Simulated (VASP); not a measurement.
# CoO (P1) in VASP: notebook, part 2 of 2

VASP 6.6.1. Earlier steps stand in the parts before.

### Step 4. Single point, PBEsol

The input, INCAR:

```
SYSTEM = CoO
PREC = Accurate
ENCUT = 520
EDIFF = 1E-6
ISMEAR = -1
SIGMA = 0.17
LREAL = .FALSE.
LASPH = .TRUE.
NELM = 120
ALGO = Normal
ISIF = 2
LWAVE = .FALSE.
LCHARG = .FALSE.
GGA = PS
NBANDS = 74
GGA_COMPAT = .FALSE.
```

The input, KPOINTS:

```
Automatic mesh
0
G
  3 3 3
  0 0 0
```

The input, POSCAR:

```
CoO
1.0
   -3.2044400000     -1.8500840000      5.1329420000
    3.2044400000     -1.8500840000      5.1329420000
    0.0000000000      3.7001680000      5.1329420000
Co O
8 8
Direct
    0.9372306192      1.0357189667      0.8459406334
    0.5278424825      0.5244409521      0.4826842311
    0.4666598309      0.5403388513      0.9069134563
    1.1351028329      1.0594577904      0.2254550324
    0.6318726989      1.0519148903      0.2725953195
    1.0041089849      0.5212477049      0.9354542837
    1.1764327448      0.5087029698      0.4111279876
    0.5502734974      1.0333220176      0.8466871571
    0.5262437282      0.3569473769      0.2380372276
    0.9070447072      0.8822665868      0.7125287814
    1.0093613209      0.8534838509      0.2199954291
    0.3563350403      0.3904439642      0.7983972316
    0.9321352657      0.3584624867      0.6454069794
    0.4934039402      0.8536852999      0.2522664511
    0.4367407903      0.9035930328      0.7493254795
    0.8769688936      0.3638059073      0.2579173721
```

Potentials or basis: VASP PAW PBE potentials, release 64 (Co, O).

On the command line:

```sh
$ cat potpaw_PBE.64/Co/POTCAR potpaw_PBE.64/O/POTCAR > POTCAR
$ mpirun -np 1 vasp_std > vasp.out
```

OUTCAR:

```text
SYSTEM = CoO
   PREC = Accurate
   ENCUT = 520
   EDIFF = 1E-6
   ISMEAR = -1
   LREAL = .FALSE.
   LASPH = .TRUE.
   NELM = 120
   ISIF = 2
   GGA = PS

 ion  position               nearest neighbor table
   1  0.937  0.036  0.846-  10 1.68  13 1.80  11 2.24   8 2.45   5 2.46   6 2.86
   2  0.528  0.524  0.483-  12 1.74  14 1.85  16 2.02   9 2.27   7 2.53   3 2.56   8 2.81
   3  0.467  0.540  0.907-  12 1.90  15 1.96   9 1.96   2 2.56   7 2.76   5 2.87   6 2.90
   4  0.135  0.059  0.225-  16 1.85  11 1.85  14 2.04   6 2.55   8 2.55   7 3.00   5 3.07
   5  0.632  0.052  0.273-   9 1.64  14 1.92  11 2.03   1 2.46  15 2.50   3 2.87   8 3.04   7 3.05
                             4 3.07
   6  0.004  0.521  0.935-  16 1.73  12 1.85  10 1.98   4 2.55   1 2.86   3 2.90   7 2.98
   7  0.176  0.509  0.411-  13 1.82   9 1.90  11 1.94   2 2.53   3 2.76   6 2.98   4 3.00   5 3.05

   8  0.550  0.033  0.847-  15 1.75  10 1.88  12 1.92  14 2.16   1 2.45   4 2.55   2 2.81   5 3.04

   9  0.526  0.357  0.238-   5 1.64   7 1.90   3 1.96   2 2.27
  10  0.907  0.882  0.713-   1 1.68   8 1.88   6 1.98
  11  0.009  0.853  0.220-   4 1.85   7 1.94   5 2.03   1 2.24
  12  0.356  0.390  0.798-   2 1.74   6 1.85   3 1.90   8 1.92
  13  0.932  0.358  0.645-   1 1.80   7 1.82
  14  0.493  0.854  0.252-   2 1.85   5 1.92   4 2.04   8 2.16
  15  0.437  0.904  0.749-   8 1.75   3 1.96   5 2.50
  16  0.877  0.364  0.258-   6 1.73   4 1.85   2 2.02

  LATTYP: Found a trigonal (rhomboedric) cell.
 ALAT       =     6.3275856451
 COS(alpha) =     0.4870698591

  Lattice vectors:

 A1 = (  -3.2044400000,  -1.8500840000,   5.1329420000)
 A2 = (   3.2044400000,  -1.8500840000,   5.1329420000)
 A3 = (   0.0000000000,   3.7001680000,   5.1329420000)

Analysis of symmetry for initial positions (statically):
=====================================================================
 Subroutine PRICEL returns:
 Original cell was already a primitive cell.

 Routine SETGRP: Setting up the symmetry group for a
 trigonal (rhombohedral) supercell.

 Subroutine GETGRP returns: Found  1 space group operations
 (whereof  1 operations were pure point group operations)
 out of a pool of 12 trial point group operations.

The static configuration has the point symmetry C_1 .

Analysis of symmetry for dynamics (positions and initial velocities):
=====================================================================
 Subroutine PRICEL returns:
 Original cell was already a primitive cell.

 Routine SETGRP: Setting up the symmetry group for a
 trigonal (rhombohedral) supercell.

 Subroutine GETGRP returns: Found  1 space group operations
 (whereof  1 operations were pure point group operations)
 out of a pool of 12 trial point group operations.

The dynamic configuration has the point symmetry C_1 .

 Subroutine INISYM returns: Found  1 space group operations
 (whereof  1 operations are pure point group operations),
 and found     1 'primitive' translations

----------------------------------------------------------------------------------------

                                     Primitive cell

  volume of cell :     182.5834

  direct lattice vectors                    reciprocal lattice vectors
    -3.204440000 -1.850084000  5.132942000    -0.156033504 -0.090086000  0.064940016
     3.204440000 -1.850084000  5.132942000     0.156033504 -0.090086000  0.064940016
     0.000000000  3.700168000  5.132942000     0.000000000  0.180171999  0.064940016

[... 81 lines left out ...]
  0.333333  0.333333 -0.333333      2.000000
   k-points           NKPTS =     14   k-points in BZ     NKDIM =     14   number of bands    NBANDS=     74
   number of dos      NEDOS =    301   number of ions     NIONS =     16
   total plane-waves  NPLWV = 110592
   dimension x,y,z NGX =    48 NGY =   48 NGZ =   48
   dimension x,y,z NGXF=    96 NGYF=   96 NGZF=   96
   ions per type =               8   8
   NGX,Y,Z   is equivalent  to a cutoff of  12.61, 12.61, 12.61 a.u.
   NGXF,Y,Z  is equivalent  to a cutoff of  25.22, 25.22, 25.22 a.u.
 SYSTEM =  CoO
   PREC   = accura    normal or accurate (medium, high low for compatibility)
   ISTART =      0    job   : 0-new  1-cont  2-samecut
   ICHARG =      2    charge: 1-file 2-atom 10-const
   ISPIN  =      1    spin polarized calculation?
   LNONCOLLINEAR =      F non collinear calculations
   LSORBIT =      F    spin-orbit coupling
   LASPH  =      T    aspherical Exc in radial PAW
   ENCUT  =  520.0 eV  38.22 Ry    6.18 a.u.  11.77 11.77 11.77*2*pi/ulx,y,z
   NELM   =    120;   NELMIN=  2; NELMDL= -5     # of ELM steps
   EDIFF  = 0.1E-05   stopping-criterion for ELM
   LREAL  =      F    real-space projection
   EDIFFG = 0.1E-04   stopping-criterion for IOM
   NSW    =      0    number of steps for IOM
   IBRION =     -1    ionic relax: 0-MD 1-quasi-New 2-CG
   NFREE  =      0    steps in history (QN), initial steepest desc. (CG)
   ISIF   =      2    stress and relaxation
   ISYM   =      2    0-nonsym 1-usesym 2-fastsym
   POTIM  = 0.5000    time-step for ionic-motion
   TEBEG  =    0.0;   TEEND  =   0.0 temperature during run
   PSTRESS=    0.0 pullay stress
   NELECT =     120.0000    total number of electrons
   NUPDOWN=      -1.0000    fix difference up-down
   EMIN   =  10.00;   EMAX   =-10.00  energy-range for DOS
   EFERMI =   0.00;   METHOD = LEGACY
   ISMEAR =    -1;   SIGMA  =   0.17  broadening in eV -4-tet -1-fermi 0-gaus
   EFERMI_NEDOS =   21; number of points for ismear=-14 and -15
   IALGO  =     38    algorithm
   IMIX   =      4    mixing-type and parameters
     AMIX     =   0.40;   BMIX     =  1.00
     AMIX_MAG =   1.60;   BMIX_MAG =  1.00
  volume/ion in A,a.u.               =      11.41        77.01
  Fermi-wavevector in a.u.,A,eV,Ry     =   1.423360  2.689761 27.564785  2.025955
  Thomas-Fermi vector in A             =   2.543966
   LORBIT       =      0    0 simple, 1 ext, 2 COOP (PROOUT), +10 PAW based schemes
   GGA     = PS    functional components
   LHFCALC =     F    Hartree Fock is set to
   AEXX    =    0.0000 exact exchange contribution
   IVDW    =     0    specifies the selected vdW correction
   LEPSILON=     F    determine dielectric tensor
   LRPA    =     F    only Hartree local field effects (RPA)
 non-spin polarized calculation
  energy-cutoff  :      520.00
  volume of cell :      182.58
 maximum number of plane-waves:      4939
   NGX = 23   NGY = 23   NGZ = 23

 number of electron     120.0000012 magnetization

 Free energy of the ion-electron system (eV)
  ---------------------------------------------------
  ext. energy  EPLUGINS =         0.00000000
  ---------------------------------------------------
  free energy    TOTEN  =      -109.07140150 eV

  energy without entropy =     -106.84587253  energy(sigma->0) =     -107.95863702

 E-fermi :   5.4972     XC(G=0): -11.5108

 val. band max:        5.4732838596   @ k =   0.3333   0.0000  -0.3333
 cond. band min:       5.5012732094   @ k =  -0.0000   0.3333   0.0000
 fundamental gap:      0.0279893498
 Fermi energy:         5.4971944929

 k-point     1 :       0.0000    0.0000    0.0000
  band No.  band energies     occupation
      1     -15.3257      2.00000
      2     -14.7181      2.00000
      3     -14.1822      2.00000
      4     -13.6114      2.00000
      5     -13.4392      2.00000
      6     -13.4084      2.00000
[... 1039 lines left out ...]
     71       6.4920      0.00573
     72       6.7323      0.00140
 [bands above 72 left out]

------------------------ aborting loop because EDIFF is reached ----------------------------------------

  FORCE on cell =-STRESS in cart. coord.  units (eV):
  Direction    XX          YY          ZZ          XY          YZ          ZX
  --------------------------------------------------------------------------------------
  -------------------------------------------------------------------------------------
  Total      -20.1731103    -15.5029389     -5.7643372      3.0315633      0.8162085      1.6945094
  in kB     -177.0199637   -136.0389962    -50.5823222     26.6021061      7.1622672     14.8693971
  external PRESSURE =    -121.2137607 kB  Pullay stress =       0.0000000 kB

 VOLUME and BASIS-vectors are now :
 -----------------------------------------------------------------------------
  energy-cutoff  :      520.00
  volume of cell :      182.58
      direct lattice vectors                 reciprocal lattice vectors
    -3.204440000 -1.850084000  5.132942000    -0.156033504 -0.090086000  0.064940016
     3.204440000 -1.850084000  5.132942000     0.156033504 -0.090086000  0.064940016
     0.000000000  3.700168000  5.132942000     0.000000000  0.180171999  0.064940016

 POSITION                                       TOTAL-FORCE (eV/Angst)
 -----------------------------------------------------------------------------------
     -2.88884      1.33008      9.33626         0.094755     -0.340572      2.934102
     -0.01090     -0.16080      7.87890        -0.783178     -1.738943     -0.639219
      0.23610      1.49270      9.82400         0.143975     -0.594102      0.748368
     -0.24240      0.47427      2.15592         0.144898      0.708432      0.108963
     -1.85844     -0.25642      4.90906        -2.920626      1.029121     -2.287970
      1.65714      2.48938      7.49826         0.278517     -1.409147      0.121005
[... 8 lines left out ...]
      1.49600      0.29290     10.72610        -0.853570      0.410115     -1.271251
     -1.64440     -1.34120      7.69270        -0.703833      0.125105      0.547004
 -----------------------------------------------------------------------------------
    total drift:                               -0.000364     -0.000997      0.000044

  FREE ENERGIE OF THE ION-ELECTRON SYSTEM (eV)
  ---------------------------------------------------
  free  energy   TOTEN  =      -109.0714015028 eV

  energy  without entropy=     -106.8458725288  energy(sigma->0) =     -107.95863702
```

It took 5.9 min on 1 thread of AMD EPYC 9R45 (Zen 5), shared host; peak memory 0.36 GiB.

Results:

| Property | Result |
| --- | --- |
| Free energy | -109.0714 eV |
| Pressure | -12.1 GPa |
| Largest force | 4.089 eV/Å |
| Band gap on the k mesh | zero (band 60 reaches 5.51 eV, above the bottom of band 61 at 5.47 eV) |

Forces on the atoms (eV/Å):
```
Co   0.095 -0.341  2.934
Co  -0.783 -1.739 -0.639
Co   0.144 -0.594  0.748
Co   0.145  0.708  0.109
Co  -2.921  1.029 -2.288
Co   0.279 -1.409  0.121
Co   0.529 -0.260 -0.657
Co  -0.147  0.345  0.432
O    4.045 -0.588  0.125
O   -0.752  0.958 -1.679
O    0.362  0.317  0.058
O   -0.126  0.845  0.718
O   -0.330  0.218  0.698
O    1.018 -0.025  0.044
O   -0.854  0.410 -1.271
O   -0.704  0.125  0.547
```

Stress tensor (GPa, compression positive):
```
-17.70   2.66   1.49
  2.66 -13.60   0.72
  1.49   0.72  -5.06
```

Levels at points of the mesh, in eV from the Fermi level:
```tsv
k point	band 56	band 57	band 58	band 59	band 60	band 61	band 62	band 63	band 64	band 65
(0.00, 0.00, 0.00)	-0.34	-0.33	-0.22	-0.18	-0.10	0.08	0.10	0.25	0.39	0.47
```

Caveat: the k points lie up to 0.40 Å⁻¹ apart; the PAW data sets were made with another functional, which shifts forces and pressure a little; the run has no spin polarisation, though such a crystal can be magnetic; semilocal functionals often make such compounds metallic where correlation or magnetic order opens a gap, which also shifts bond lengths. Spin polarisation is off, so any magnetic state and its effect on volume and gap are missing.
